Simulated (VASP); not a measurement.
# SiC (P1) in VASP: notebook

SiC is run at these levels: PBE; tasks: single point.

Program: VASP 6.6.1. These are calculated values, not measurements. Logs are shortened: lines on timing, memory, paths and dates and some standing lists are left out, and cuts for length are marked.

## (1) The cell of the first run

The typed cell holds 8 atoms: a = 3.030 Å, b = 3.155 Å, c = 10.224 Å, α = 96.03°, β = 87.22°, γ = 117.42°.

## (2) Single point, PBE (atoms moved at random and the cell strained at random)

The input, INCAR:

```
ALGO = Normal
EDIFF = 1E-7
ENCUT = 520
GGA = PE
ISIF = 2
ISMEAR = 0
LASPH = True
LCHARG = False
LREAL = False
LWAVE = False
NBANDS = 26
NELM = 100
PREC = Accurate
SIGMA = 0.05
```

The input, KPOINTS:

```
k-points
0
Gamma
  12 12 4
```

The input, POSCAR:

```
SiC
1.0
    3.0291923366      0.0367761476      0.0756055766
   -1.4827470902      2.7794249120     -0.1651210934
    0.2475128585     -0.4812870241     10.2094229013
Si C
4 4
Direct
    0.6606830346      0.3431205663      0.9322776229
    0.3158488343      0.6553702021      0.4387284585
   -0.0139949591      0.0100954944      0.6836121699
   -0.0045917931     -0.0186271064      0.1962936582
    0.6722189282      0.3373672381      0.7510384730
    0.3592346227      0.6846104789      0.2483427995
   -0.0158588797     -0.0022516453      0.4975371862
    0.0264602121     -0.0096852281      0.0041676317
```

Potentials or basis: VASP PAW PBE potentials, release 64 (Si, C).

Launch:

```console
> cat potpaw_PBE.64/Si/POTCAR potpaw_PBE.64/C/POTCAR > POTCAR
> mpirun -np 1 vasp_std > vasp.out
```

OUTCAR:

```text
EDIFF = 1E-7
   ENCUT = 520
   GGA = PE
   ISIF = 2
   ISMEAR = 0
   LASPH = True
   LREAL = False
   NELM = 100
   PREC = Accurate

 ion  position               nearest neighbor table
   1  0.661  0.343  0.932-   5 1.85   8 1.88   8 1.90   8 2.10   3 2.95   4 3.10   3 3.12
   2  0.316  0.655  0.439-   7 1.83   7 1.90   6 1.95   7 1.99   3 2.95   4 2.97   3 3.08   4 3.09
                             4 3.14
   3  0.986  0.010  0.684-   5 1.77   7 1.90   5 1.97   5 2.07   1 2.95   2 2.95   2 3.08   1 3.12

   4  0.995  0.981  0.196-   6 1.79   6 1.87   8 1.96   6 1.99   2 2.97   2 3.09   1 3.10   2 3.14

   5  0.672  0.337  0.751-   3 1.77   1 1.85   3 1.97   3 2.07
   6  0.359  0.685  0.248-   4 1.79   4 1.87   2 1.95   4 1.99
   7  0.984  0.998  0.498-   2 1.83   2 1.90   3 1.90   2 1.99
   8  0.026  0.990  0.004-   1 1.88   1 1.90   4 1.96   1 2.10

  LATTYP: Found a triclinic cell.
 ALAT       =     3.0303588732
 B/A-ratio  =     1.0409729566
 C/A-ratio  =     3.4720062628
 COS(alpha) =     0.0304700379
 COS(beta)  =     0.2408479246
 COS(gamma) =     0.4604708119

  Lattice vectors:

 A1 = (   3.0291923366,   0.0367761476,   0.0756055766)
 A2 = (   1.4827470902,  -2.7794249120,   0.1651210934)
 A3 = (   2.7816794781,   0.5180631717, -10.1338173247)

Analysis of symmetry for initial positions (statically):
=====================================================================
 Subroutine PRICEL returns:
 Original cell was already a primitive cell.

 Routine SETGRP: Setting up the symmetry group for a
 triclinic supercell.

 Subroutine GETGRP returns: Found  1 space group operations
 (whereof  1 operations were pure point group operations)
 out of a pool of  2 trial point group operations.

The static configuration has the point symmetry C_1 .

Analysis of symmetry for dynamics (positions and initial velocities):
=====================================================================
 Subroutine PRICEL returns:
 Original cell was already a primitive cell.

 Routine SETGRP: Setting up the symmetry group for a
 triclinic supercell.

 Subroutine GETGRP returns: Found  1 space group operations
 (whereof  1 operations were pure point group operations)
 out of a pool of  2 trial point group operations.

The dynamic configuration has the point symmetry C_1 .

 Subroutine INISYM returns: Found  1 space group operations
 (whereof  1 operations are pure point group operations),
 and found     1 'primitive' translations

----------------------------------------------------------------------------------------

                                     Primitive cell

  volume of cell :      86.2738

  direct lattice vectors                    reciprocal lattice vectors
     3.029192337  0.036776148  0.075605577     0.327989078  0.174990879  0.000297698
    -1.482747090  2.779424912 -0.165121093    -0.004773771  0.358250171  0.017004167
     0.247512858 -0.481287024 10.209422901    -0.002506121  0.004498234  0.098221540

  length of vectors
     3.030358873  3.154521636 10.223757420     0.371750900  0.358685260  0.098356422

  position of ions in fractional coordinates (direct lattice)
     0.660683035  0.343120566  0.932277623
     0.315848834  0.655370202  0.438728459
     0.986005041  0.010095494  0.683612170
     0.995408207  0.981372894  0.196293658
     0.672218928  0.337367238  0.751038473
     0.359234623  0.684610479  0.248342800
     0.984141120  0.997748355  0.497537186
     0.026460212  0.990314772  0.004167632

  ion indices of the primitive-cell ions
   primitive index   ion index
                 1           1
                 2           2
                 3           3
                 4           4
                 5           5
                 6           6
                 7           7
                 8           8

----------------------------------------------------------------------------------------

 KPOINTS: k-points

Automatic generation of k-mesh.
 Grid dimensions read from file:
 generate k-points for:   12   12    4

 Generating k-lattice:

  Cartesian coordinates                     Fractional coordinates (reciprocal lattice)
     0.027332423  0.014582573  0.000024808     0.083333333  0.000000000 -0.000000000
    -0.000397814  0.029854181  0.001417014     0.000000000  0.083333333  0.000000000
    -0.000626530  0.001124559  0.024555385     0.000000000 -0.000000000  0.250000000

  Length of vectors
     0.030979242  0.029890438  0.024589105

  Shift w.r.t. Gamma in fractional coordinates (k-lattice)
     0.000000000  0.000000000  0.000000000

 Subroutine IBZKPT returns following result:
 ===========================================

 Found    292 irreducible k-points:

 Following reciprocal coordinates:
            Coordinates               Weight
  0.000000  0.000000  0.000000      1.000000
  0.083333  0.000000 -0.000000      2.000000
  0.166667  0.000000  0.000000      2.000000
  0.250000 -0.000000  0.000000      2.000000
  0.333333  0.000000  0.000000      2.000000
  0.416667  0.000000  0.000000      2.000000
[... 16 lines left out ...]
  0.250000  0.166667  0.000000      2.000000
  0.333333  0.166667  0.000000      2.000000
 [... further k-points ...]
   k-points           NKPTS =    292   k-points in BZ     NKDIM =    292   number of bands    NBANDS=     26
   number of dos      NEDOS =    301   number of ions     NIONS =      8
   total plane-waves  NPLWV =  46080
   dimension x,y,z NGX =    24 NGY =   24 NGZ =   80
   dimension x,y,z NGXF=    48 NGYF=   48 NGZF=  160
   ions per type =               4   4
   NGX,Y,Z   is equivalent  to a cutoff of  13.17, 12.65, 13.01 a.u.
   NGXF,Y,Z  is equivalent  to a cutoff of  26.33, 25.30, 26.02 a.u.
 SYSTEM =  unknown system
   PREC   = accura    normal or accurate (medium, high low for compatibility)
   ISTART =      0    job   : 0-new  1-cont  2-samecut
   ICHARG =      2    charge: 1-file 2-atom 10-const
   ISPIN  =      1    spin polarized calculation?
   LNONCOLLINEAR =      F non collinear calculations
   LSORBIT =      F    spin-orbit coupling
   LASPH  =      T    aspherical Exc in radial PAW
   ENCUT  =  520.0 eV  38.22 Ry    6.18 a.u.   5.63  5.87 19.01*2*pi/ulx,y,z
   NELM   =    100;   NELMIN=  2; NELMDL= -5     # of ELM steps
   EDIFF  = 0.1E-06   stopping-criterion for ELM
   LREAL  =      F    real-space projection
   EDIFFG = 0.1E-05   stopping-criterion for IOM
   NSW    =      0    number of steps for IOM
   IBRION =     -1    ionic relax: 0-MD 1-quasi-New 2-CG
   NFREE  =      0    steps in history (QN), initial steepest desc. (CG)
   ISIF   =      2    stress and relaxation
   ISYM   =      2    0-nonsym 1-usesym 2-fastsym
   POTIM  = 0.5000    time-step for ionic-motion
   TEBEG  =    0.0;   TEEND  =   0.0 temperature during run
   PSTRESS=    0.0 pullay stress
   NELECT =      32.0000    total number of electrons
   NUPDOWN=      -1.0000    fix difference up-down
   EMIN   =  10.00;   EMAX   =-10.00  energy-range for DOS
   EFERMI =   0.00;   METHOD = LEGACY
   ISMEAR =     0;   SIGMA  =   0.05  broadening in eV -4-tet -1-fermi 0-gaus
   EFERMI_NEDOS =   21; number of points for ismear=-14 and -15
   IALGO  =     38    algorithm
   IMIX   =      4    mixing-type and parameters
     AMIX     =   0.40;   BMIX     =  1.00
     AMIX_MAG =   1.60;   BMIX_MAG =  1.00
  volume/ion in A,a.u.               =      10.78        72.78
  Fermi-wavevector in a.u.,A,eV,Ry     =   1.176247  2.222785 18.824439  1.383557
  Thomas-Fermi vector in A             =   2.312614
   LORBIT       =      0    0 simple, 1 ext, 2 COOP (PROOUT), +10 PAW based schemes
   GGA     = PE    functional components
   LHFCALC =     F    Hartree Fock is set to
   AEXX    =    0.0000 exact exchange contribution
   IVDW    =     0    specifies the selected vdW correction
   LEPSILON=     F    determine dielectric tensor
   LRPA    =     F    only Hartree local field effects (RPA)
 non-spin polarized calculation
 Gauss-broadening in eV      SIGMA  =   0.05
  energy-cutoff  :      520.00
  volume of cell :       86.27
 maximum number of plane-waves:      2364
   NGX = 11   NGY = 11   NGZ = 37

 number of electron      32.0000000 magnetization

 Free energy of the ion-electron system (eV)
  ---------------------------------------------------
  ext. energy  EPLUGINS =         0.00000000
  ---------------------------------------------------
  free energy    TOTEN  =       -58.88568852 eV

  energy without entropy =      -58.88568851  energy(sigma->0) =      -58.88568852

 E-fermi :   9.1661     XC(G=0): -11.1800

 val. band max:        9.0014524613   @ k =   0.0000   0.0000   0.0000
 cond. band min:       9.3232100789   @ k =   0.5000   0.5000   0.0000
 fundamental gap:      0.3217576175
 Fermi energy:         9.1660557677

 k-point     1 :       0.0000    0.0000    0.0000
  band No.  band energies     occupation
      1      -7.6467      2.00000
      2      -6.4545      2.00000
      3      -6.0963      2.00000
      4      -3.8822      2.00000
      5      -0.7096      2.00000
      6       3.3584      2.00000
[... 18 lines left out ...]
     25      14.9860      0.00000
     26      15.4167      0.00000

 k-point     2 :       0.0833    0.0000   -0.0000
  band No.  band energies     occupation
      1      -7.5293      2.00000
      2      -6.3409      2.00000
      3      -5.9824      2.00000
      4      -3.7818      2.00000
      5      -0.6031      2.00000
      6       3.3837      2.00000
[... 18 lines left out ...]
     25      15.1468      0.00000
     26      15.3687      0.00000

 k-point     3 :       0.1667    0.0000    0.0000
  band No.  band energies     occupation
      1      -7.1802      2.00000
      2      -6.0044      2.00000
      3      -5.6450      2.00000
      4      -3.4896      2.00000
      5      -0.2942      2.00000
      6       3.2994      2.00000
[... 572 lines left out ...]
 k-point    23 :       0.2500    0.1667    0.0000
  band No.  band energies     occupation
      1      -5.6691      2.00000
      2      -4.6096      2.00000
      3      -4.1740      2.00000
      4      -2.4533      2.00000
      5       0.5359      2.00000
      6       1.1611      2.00000
[... 18 lines left out ...]
     25      16.0737      0.00000
     26      16.5899      0.00000

 k-point    24 :       0.3333    0.1667    0.0000
  band No.  band energies     occupation
      1      -4.8297      2.00000
      2      -3.8881      2.00000
      3      -3.4845      2.00000
      4      -2.2600      2.00000
      5       0.0252      2.00000
      6       0.4702      2.00000
[... 18 lines left out ...]
     25      16.3290      0.00000
     26      16.8682      0.00000

 [... further k-points ...]
[... 5 lines left out ...]
  --------------------------------------------------------------------------------------
  -------------------------------------------------------------------------------------
  Total        6.5754046     -9.6004261     -1.4738962     -2.4440242      7.7225383     -4.8306476
  in kB      122.1108623   -178.2880859    -27.3715070    -45.3876099    143.4141104    -89.7092389
  external PRESSURE =     -27.8495769 kB  Pullay stress =       0.0000000 kB

 VOLUME and BASIS-vectors are now :
 -----------------------------------------------------------------------------
  energy-cutoff  :      520.00
  volume of cell :       86.27
      direct lattice vectors                 reciprocal lattice vectors
     3.029192337  0.036776148  0.075605577     0.327989078  0.174990879  0.000297698
    -1.482747090  2.779424912 -0.165121093    -0.004773771  0.358250171  0.017004167
     0.247512858 -0.481287024 10.209422901    -0.002506121  0.004498234  0.098221540

 POSITION                                       TOTAL-FORCE (eV/Angst)
 -----------------------------------------------------------------------------------
      1.72333      0.52928      9.51131         1.235372     -0.466787      2.392819
      0.09361      1.62201      4.39483         0.664309     -0.053523     -0.957173
      3.14103     -0.26469      7.05217         1.972805     -0.977454      0.634507
      1.60874      2.66979      1.91726         1.210210      1.643179     -2.549831
      1.72194      0.60094      7.66279        -2.210815      1.063341     -1.172825
      0.13455      1.79651      2.44955        -1.109404     -1.874794      1.747099
      1.62489      2.56990      4.98922        -0.387693      0.313682      0.578544
     -1.38720      2.75147     -0.11897        -1.374784      0.352356     -0.673140
 -----------------------------------------------------------------------------------
    total drift:                               -0.000140      0.000036     -0.000351

  FREE ENERGIE OF THE ION-ELECTRON SYSTEM (eV)
  ---------------------------------------------------
  free  energy   TOTEN  =       -58.8856885207 eV

  energy  without entropy=      -58.8856885146  energy(sigma->0) =      -58.88568852
```

Wall time 7.3 min (1 thread of Intel Xeon Platinum 8259CL at 2.50GHz (Skylake/Cascade Lake), shared host); peak memory 0.55 GiB.

What came out:

```
Free energy            : -58.8857 eV
Pressure               : -2.8 GPa
Largest force          : 3.266 eV/Å
Band gap on the k mesh : 0.32 eV (least direct gap 1.77 eV)
```

Forces in eV/Å, atoms in the order of the input:
```
Si   1.235 -0.467  2.393
Si   0.664 -0.054 -0.957
Si   1.973 -0.977  0.635
Si   1.210  1.643 -2.550
C   -2.211  1.063 -1.173
C   -1.109 -1.875  1.747
C   -0.388  0.314  0.579
C   -1.375  0.352 -0.673
```

Levels at points of the mesh, in eV from the valence-band top:
| k point | band 12 | band 13 | band 14 | band 15 | band 16 | band 17 | band 18 | band 19 | band 20 | band 21 |
| --- | --- | --- | --- | --- | --- | --- | --- | --- | --- | --- |
| (0.00, 0.00, 0.00) | -2.11 | -1.82 | -1.35 | -0.96 | 0.00 | 2.88 | 3.01 | 3.72 | 4.42 | 4.92 |
| (0.50, 0.00, 0.00) | -3.87 | -3.57 | -3.32 | -2.74 | -1.94 | 0.63 | 1.28 | 2.38 | 2.80 | 3.87 |
| (0.00, 0.50, 0.00) | -3.58 | -3.38 | -3.00 | -2.57 | -1.43 | 0.33 | 1.89 | 3.07 | 3.46 | 4.20 |
| (0.50, 0.50, 0.00) | -4.16 | -3.93 | -3.74 | -2.85 | -2.04 | 0.32 | 0.82 | 2.18 | 2.67 | 3.31 |
| (0.00, 0.00, 0.50) | -2.27 | -1.80 | -1.76 | -1.22 | 0.00 | 2.89 | 3.29 | 3.38 | 4.74 | 5.09 |
| (0.50, 0.00, 0.50) | -4.21 | -3.77 | -3.48 | -3.11 | -2.13 | 0.91 | 1.73 | 2.41 | 2.68 | 3.93 |
| (0.00, 0.50, 0.50) | -4.07 | -3.61 | -3.33 | -2.81 | -1.51 | 1.09 | 2.25 | 2.69 | 3.14 | 4.39 |
| (0.50, 0.50, 0.50) | -4.56 | -4.03 | -3.55 | -3.06 | -2.57 | 0.51 | 1.18 | 2.27 | 2.55 | 3.69 |

Caveat: the cell differs from its parent crystal (atoms moved at random and the cell strained at random); the stress differs along the axes, from -18 to 12 GPa; semilocal functionals underestimate gaps, and a narrow one can read as zero; forces of over 1 eV/Å act on the atoms, so gaps and moduli don't describe the material at rest. A k mesh can miss the band edges.

## (3) Single point, PBE

The input, INCAR:

```
SYSTEM = SiC
ALGO = Normal
EDIFF = 1E-6
ENCUT = 520
GGA = PE
ISIF = 2
ISMEAR = 1
LASPH = .True.
LCHARG = .False.
LREAL = .False.
LWAVE = .False.
NBANDS = 26
NELM = 80
PREC = Accurate
SIGMA = 0.05
```

The input, KPOINTS:

```
k-points
0
Gamma
  12 12 4
  0 0 0
```

POSCAR is that of step 2.

Potentials or basis: VASP PAW PBE potentials, release 64 (Si, C).

Launch:

```console
> cat potpaw_PBE.64/Si/POTCAR potpaw_PBE.64/C/POTCAR > POTCAR
> mpirun -np 1 vasp_std > vasp.out
```

It took 18 min on 1 thread of Intel Xeon 8259CL, shared host; peak memory 0.56 GiB.

Results (log left out):

```
Free energy            : -58.8857 eV
Pressure               : -2.8 GPa
Largest force          : 3.266 eV/Å
Band gap on the k mesh : 0.32 eV (least direct gap 1.77 eV)
```

Forces in eV/Å, atoms in the order of the input:
```
Si   1.235 -0.467  2.393
Si   0.664 -0.054 -0.957
Si   1.973 -0.977  0.634
Si   1.210  1.643 -2.550
C   -2.211  1.063 -1.173
C   -1.109 -1.875  1.747
C   -0.388  0.314  0.579
C   -1.375  0.352 -0.673
```

Stress tensor (GPa, compression positive):
```
 12.21  -4.54  -8.97
 -4.54 -17.83  14.34
 -8.97  14.34  -2.74
```

Levels at points of the mesh, in eV from the valence-band top:
```csv
k point,band 14,band 15,band 16,band 17,band 18,band 19
"(0.00, 0.00, 0.00)",-1.35,-0.96,0.00,2.88,3.01,3.72
"(0.50, 0.00, 0.00)",-3.32,-2.74,-1.94,0.63,1.28,2.38
"(0.00, 0.50, 0.00)",-3.00,-2.57,-1.43,0.33,1.89,3.07
"(0.50, 0.50, 0.00)",-3.74,-2.85,-2.04,0.32,0.82,2.18
"(0.00, 0.00, 0.50)",-1.76,-1.22,0.00,2.89,3.29,3.38
"(0.50, 0.00, 0.50)",-3.48,-3.11,-2.13,0.91,1.73,2.41
"(0.00, 0.50, 0.50)",-3.33,-2.81,-1.51,1.09,2.25,2.69
"(0.50, 0.50, 0.50)",-3.55,-3.06,-2.57,0.51,1.18,2.27
```

Caveat: the stress differs along the axes, from -18 to 12 GPa; semilocal functionals underestimate gaps, and a narrow one can read as zero; forces of over 1 eV/Å act on the atoms, so gaps and moduli don't describe the material at rest. A k mesh can miss the band edges.

## (4) Single point, PBE (atoms moved at random and the cell strained at random)

The input, INCAR:

```
SYSTEM = SiC
PREC = Accurate ; ENCUT = 520
EDIFF = 1E-7 ; ISMEAR = 0
SIGMA = 0.05 ; LREAL = .FALSE.
LASPH = .TRUE. ; NELM = 100
ALGO = Normal ; ISIF = 2
LWAVE = .FALSE. ; LCHARG = .FALSE.
GGA = PE ; NBANDS = 26
```

The input, KPOINTS:

```
Automatic mesh
0
G
  12 12 4
  0 0 0
```

The input, POSCAR:

```
SiC
1.0
    3.0799284019     -0.0371851847     -0.2591231965
   -1.5721675155      2.6248174474      0.2804089658
   -0.8483014873      0.5702312845     10.4461131050
Si C
4 4
Direct
    0.7148102886      0.4160234282      0.9436317316
    0.3265217650      0.7001606750      0.4199592065
    0.1130574121      0.0072560129      0.6748386666
   -0.0496207854     -0.0201883928      0.2068295327
    0.6444416753      0.4085810648      0.7751326597
    0.2580721855      0.5990916001      0.2382107440
    0.0183985798     -0.0014742059      0.4754003564
   -0.0256811208     -0.1094501823      0.0179951026
```

Launch:

```console
> cat potpaw_PBE.64/Si/POTCAR potpaw_PBE.64/C/POTCAR > POTCAR
> mpirun -np 1 vasp_std > vasp.out
```

Run time: 4 min. Hardware: 1 thread of Intel Xeon 6975P-C (Granite Rapids), shared host; peak memory 0.54 GiB.

It converged, with:

```
Free energy            : -53.1873 eV
Pressure               : 19.2 GPa
Largest force          : 13.441 eV/Å
Band gap on the k mesh : zero (bands 16 and 17 overlap by 1.02 eV)
```

Forces on the atoms (eV/Å):
```
Si   -0.169 -11.448  -2.286
Si    1.621  -1.612   0.702
Si   -1.106  -1.996   0.705
Si   -0.696  -3.848  -5.926
C     0.785   1.672  -4.343
C     1.645   4.116   3.661
C    -0.544   0.650   2.696
C    -1.536  12.463   4.792
```

Stress tensor (GPa, compression positive):
```
 7.98  1.35 13.82
 1.35 37.79  7.89
13.82  7.89 11.73
```

Levels at points of the mesh, in eV from the Fermi level:
```csv
k point,band 14,band 15,band 16,band 17,band 18,band 19
"(0.00, 0.00, 0.00)",-0.69,0.15,0.34,1.71,3.09,3.64
"(0.50, 0.00, 0.00)",-3.32,-1.73,-0.86,-0.11,0.32,1.21
"(0.00, 0.50, 0.00)",-2.71,-1.95,-0.87,-0.28,0.30,1.23
"(0.50, 0.50, 0.00)",-3.29,-2.78,-1.46,-0.69,1.21,1.94
"(0.00, 0.00, 0.50)",-1.33,0.13,0.31,2.08,3.17,3.63
"(0.50, 0.00, 0.50)",-3.39,-1.89,-1.22,0.55,0.91,1.12
"(0.00, 0.50, 0.50)",-2.91,-2.15,-1.01,-0.06,0.73,1.35
"(0.50, 0.50, 0.50)",-3.20,-2.79,-1.56,-0.18,1.05,1.58
```

Caveat: the cell differs from its parent crystal (atoms moved at random and the cell strained at random); the stress differs along the axes, from 8 to 38 GPa; forces of over 1 eV/Å act on the atoms, so gaps and moduli don't describe the material at rest.

(Continued in part 2 of 2.)
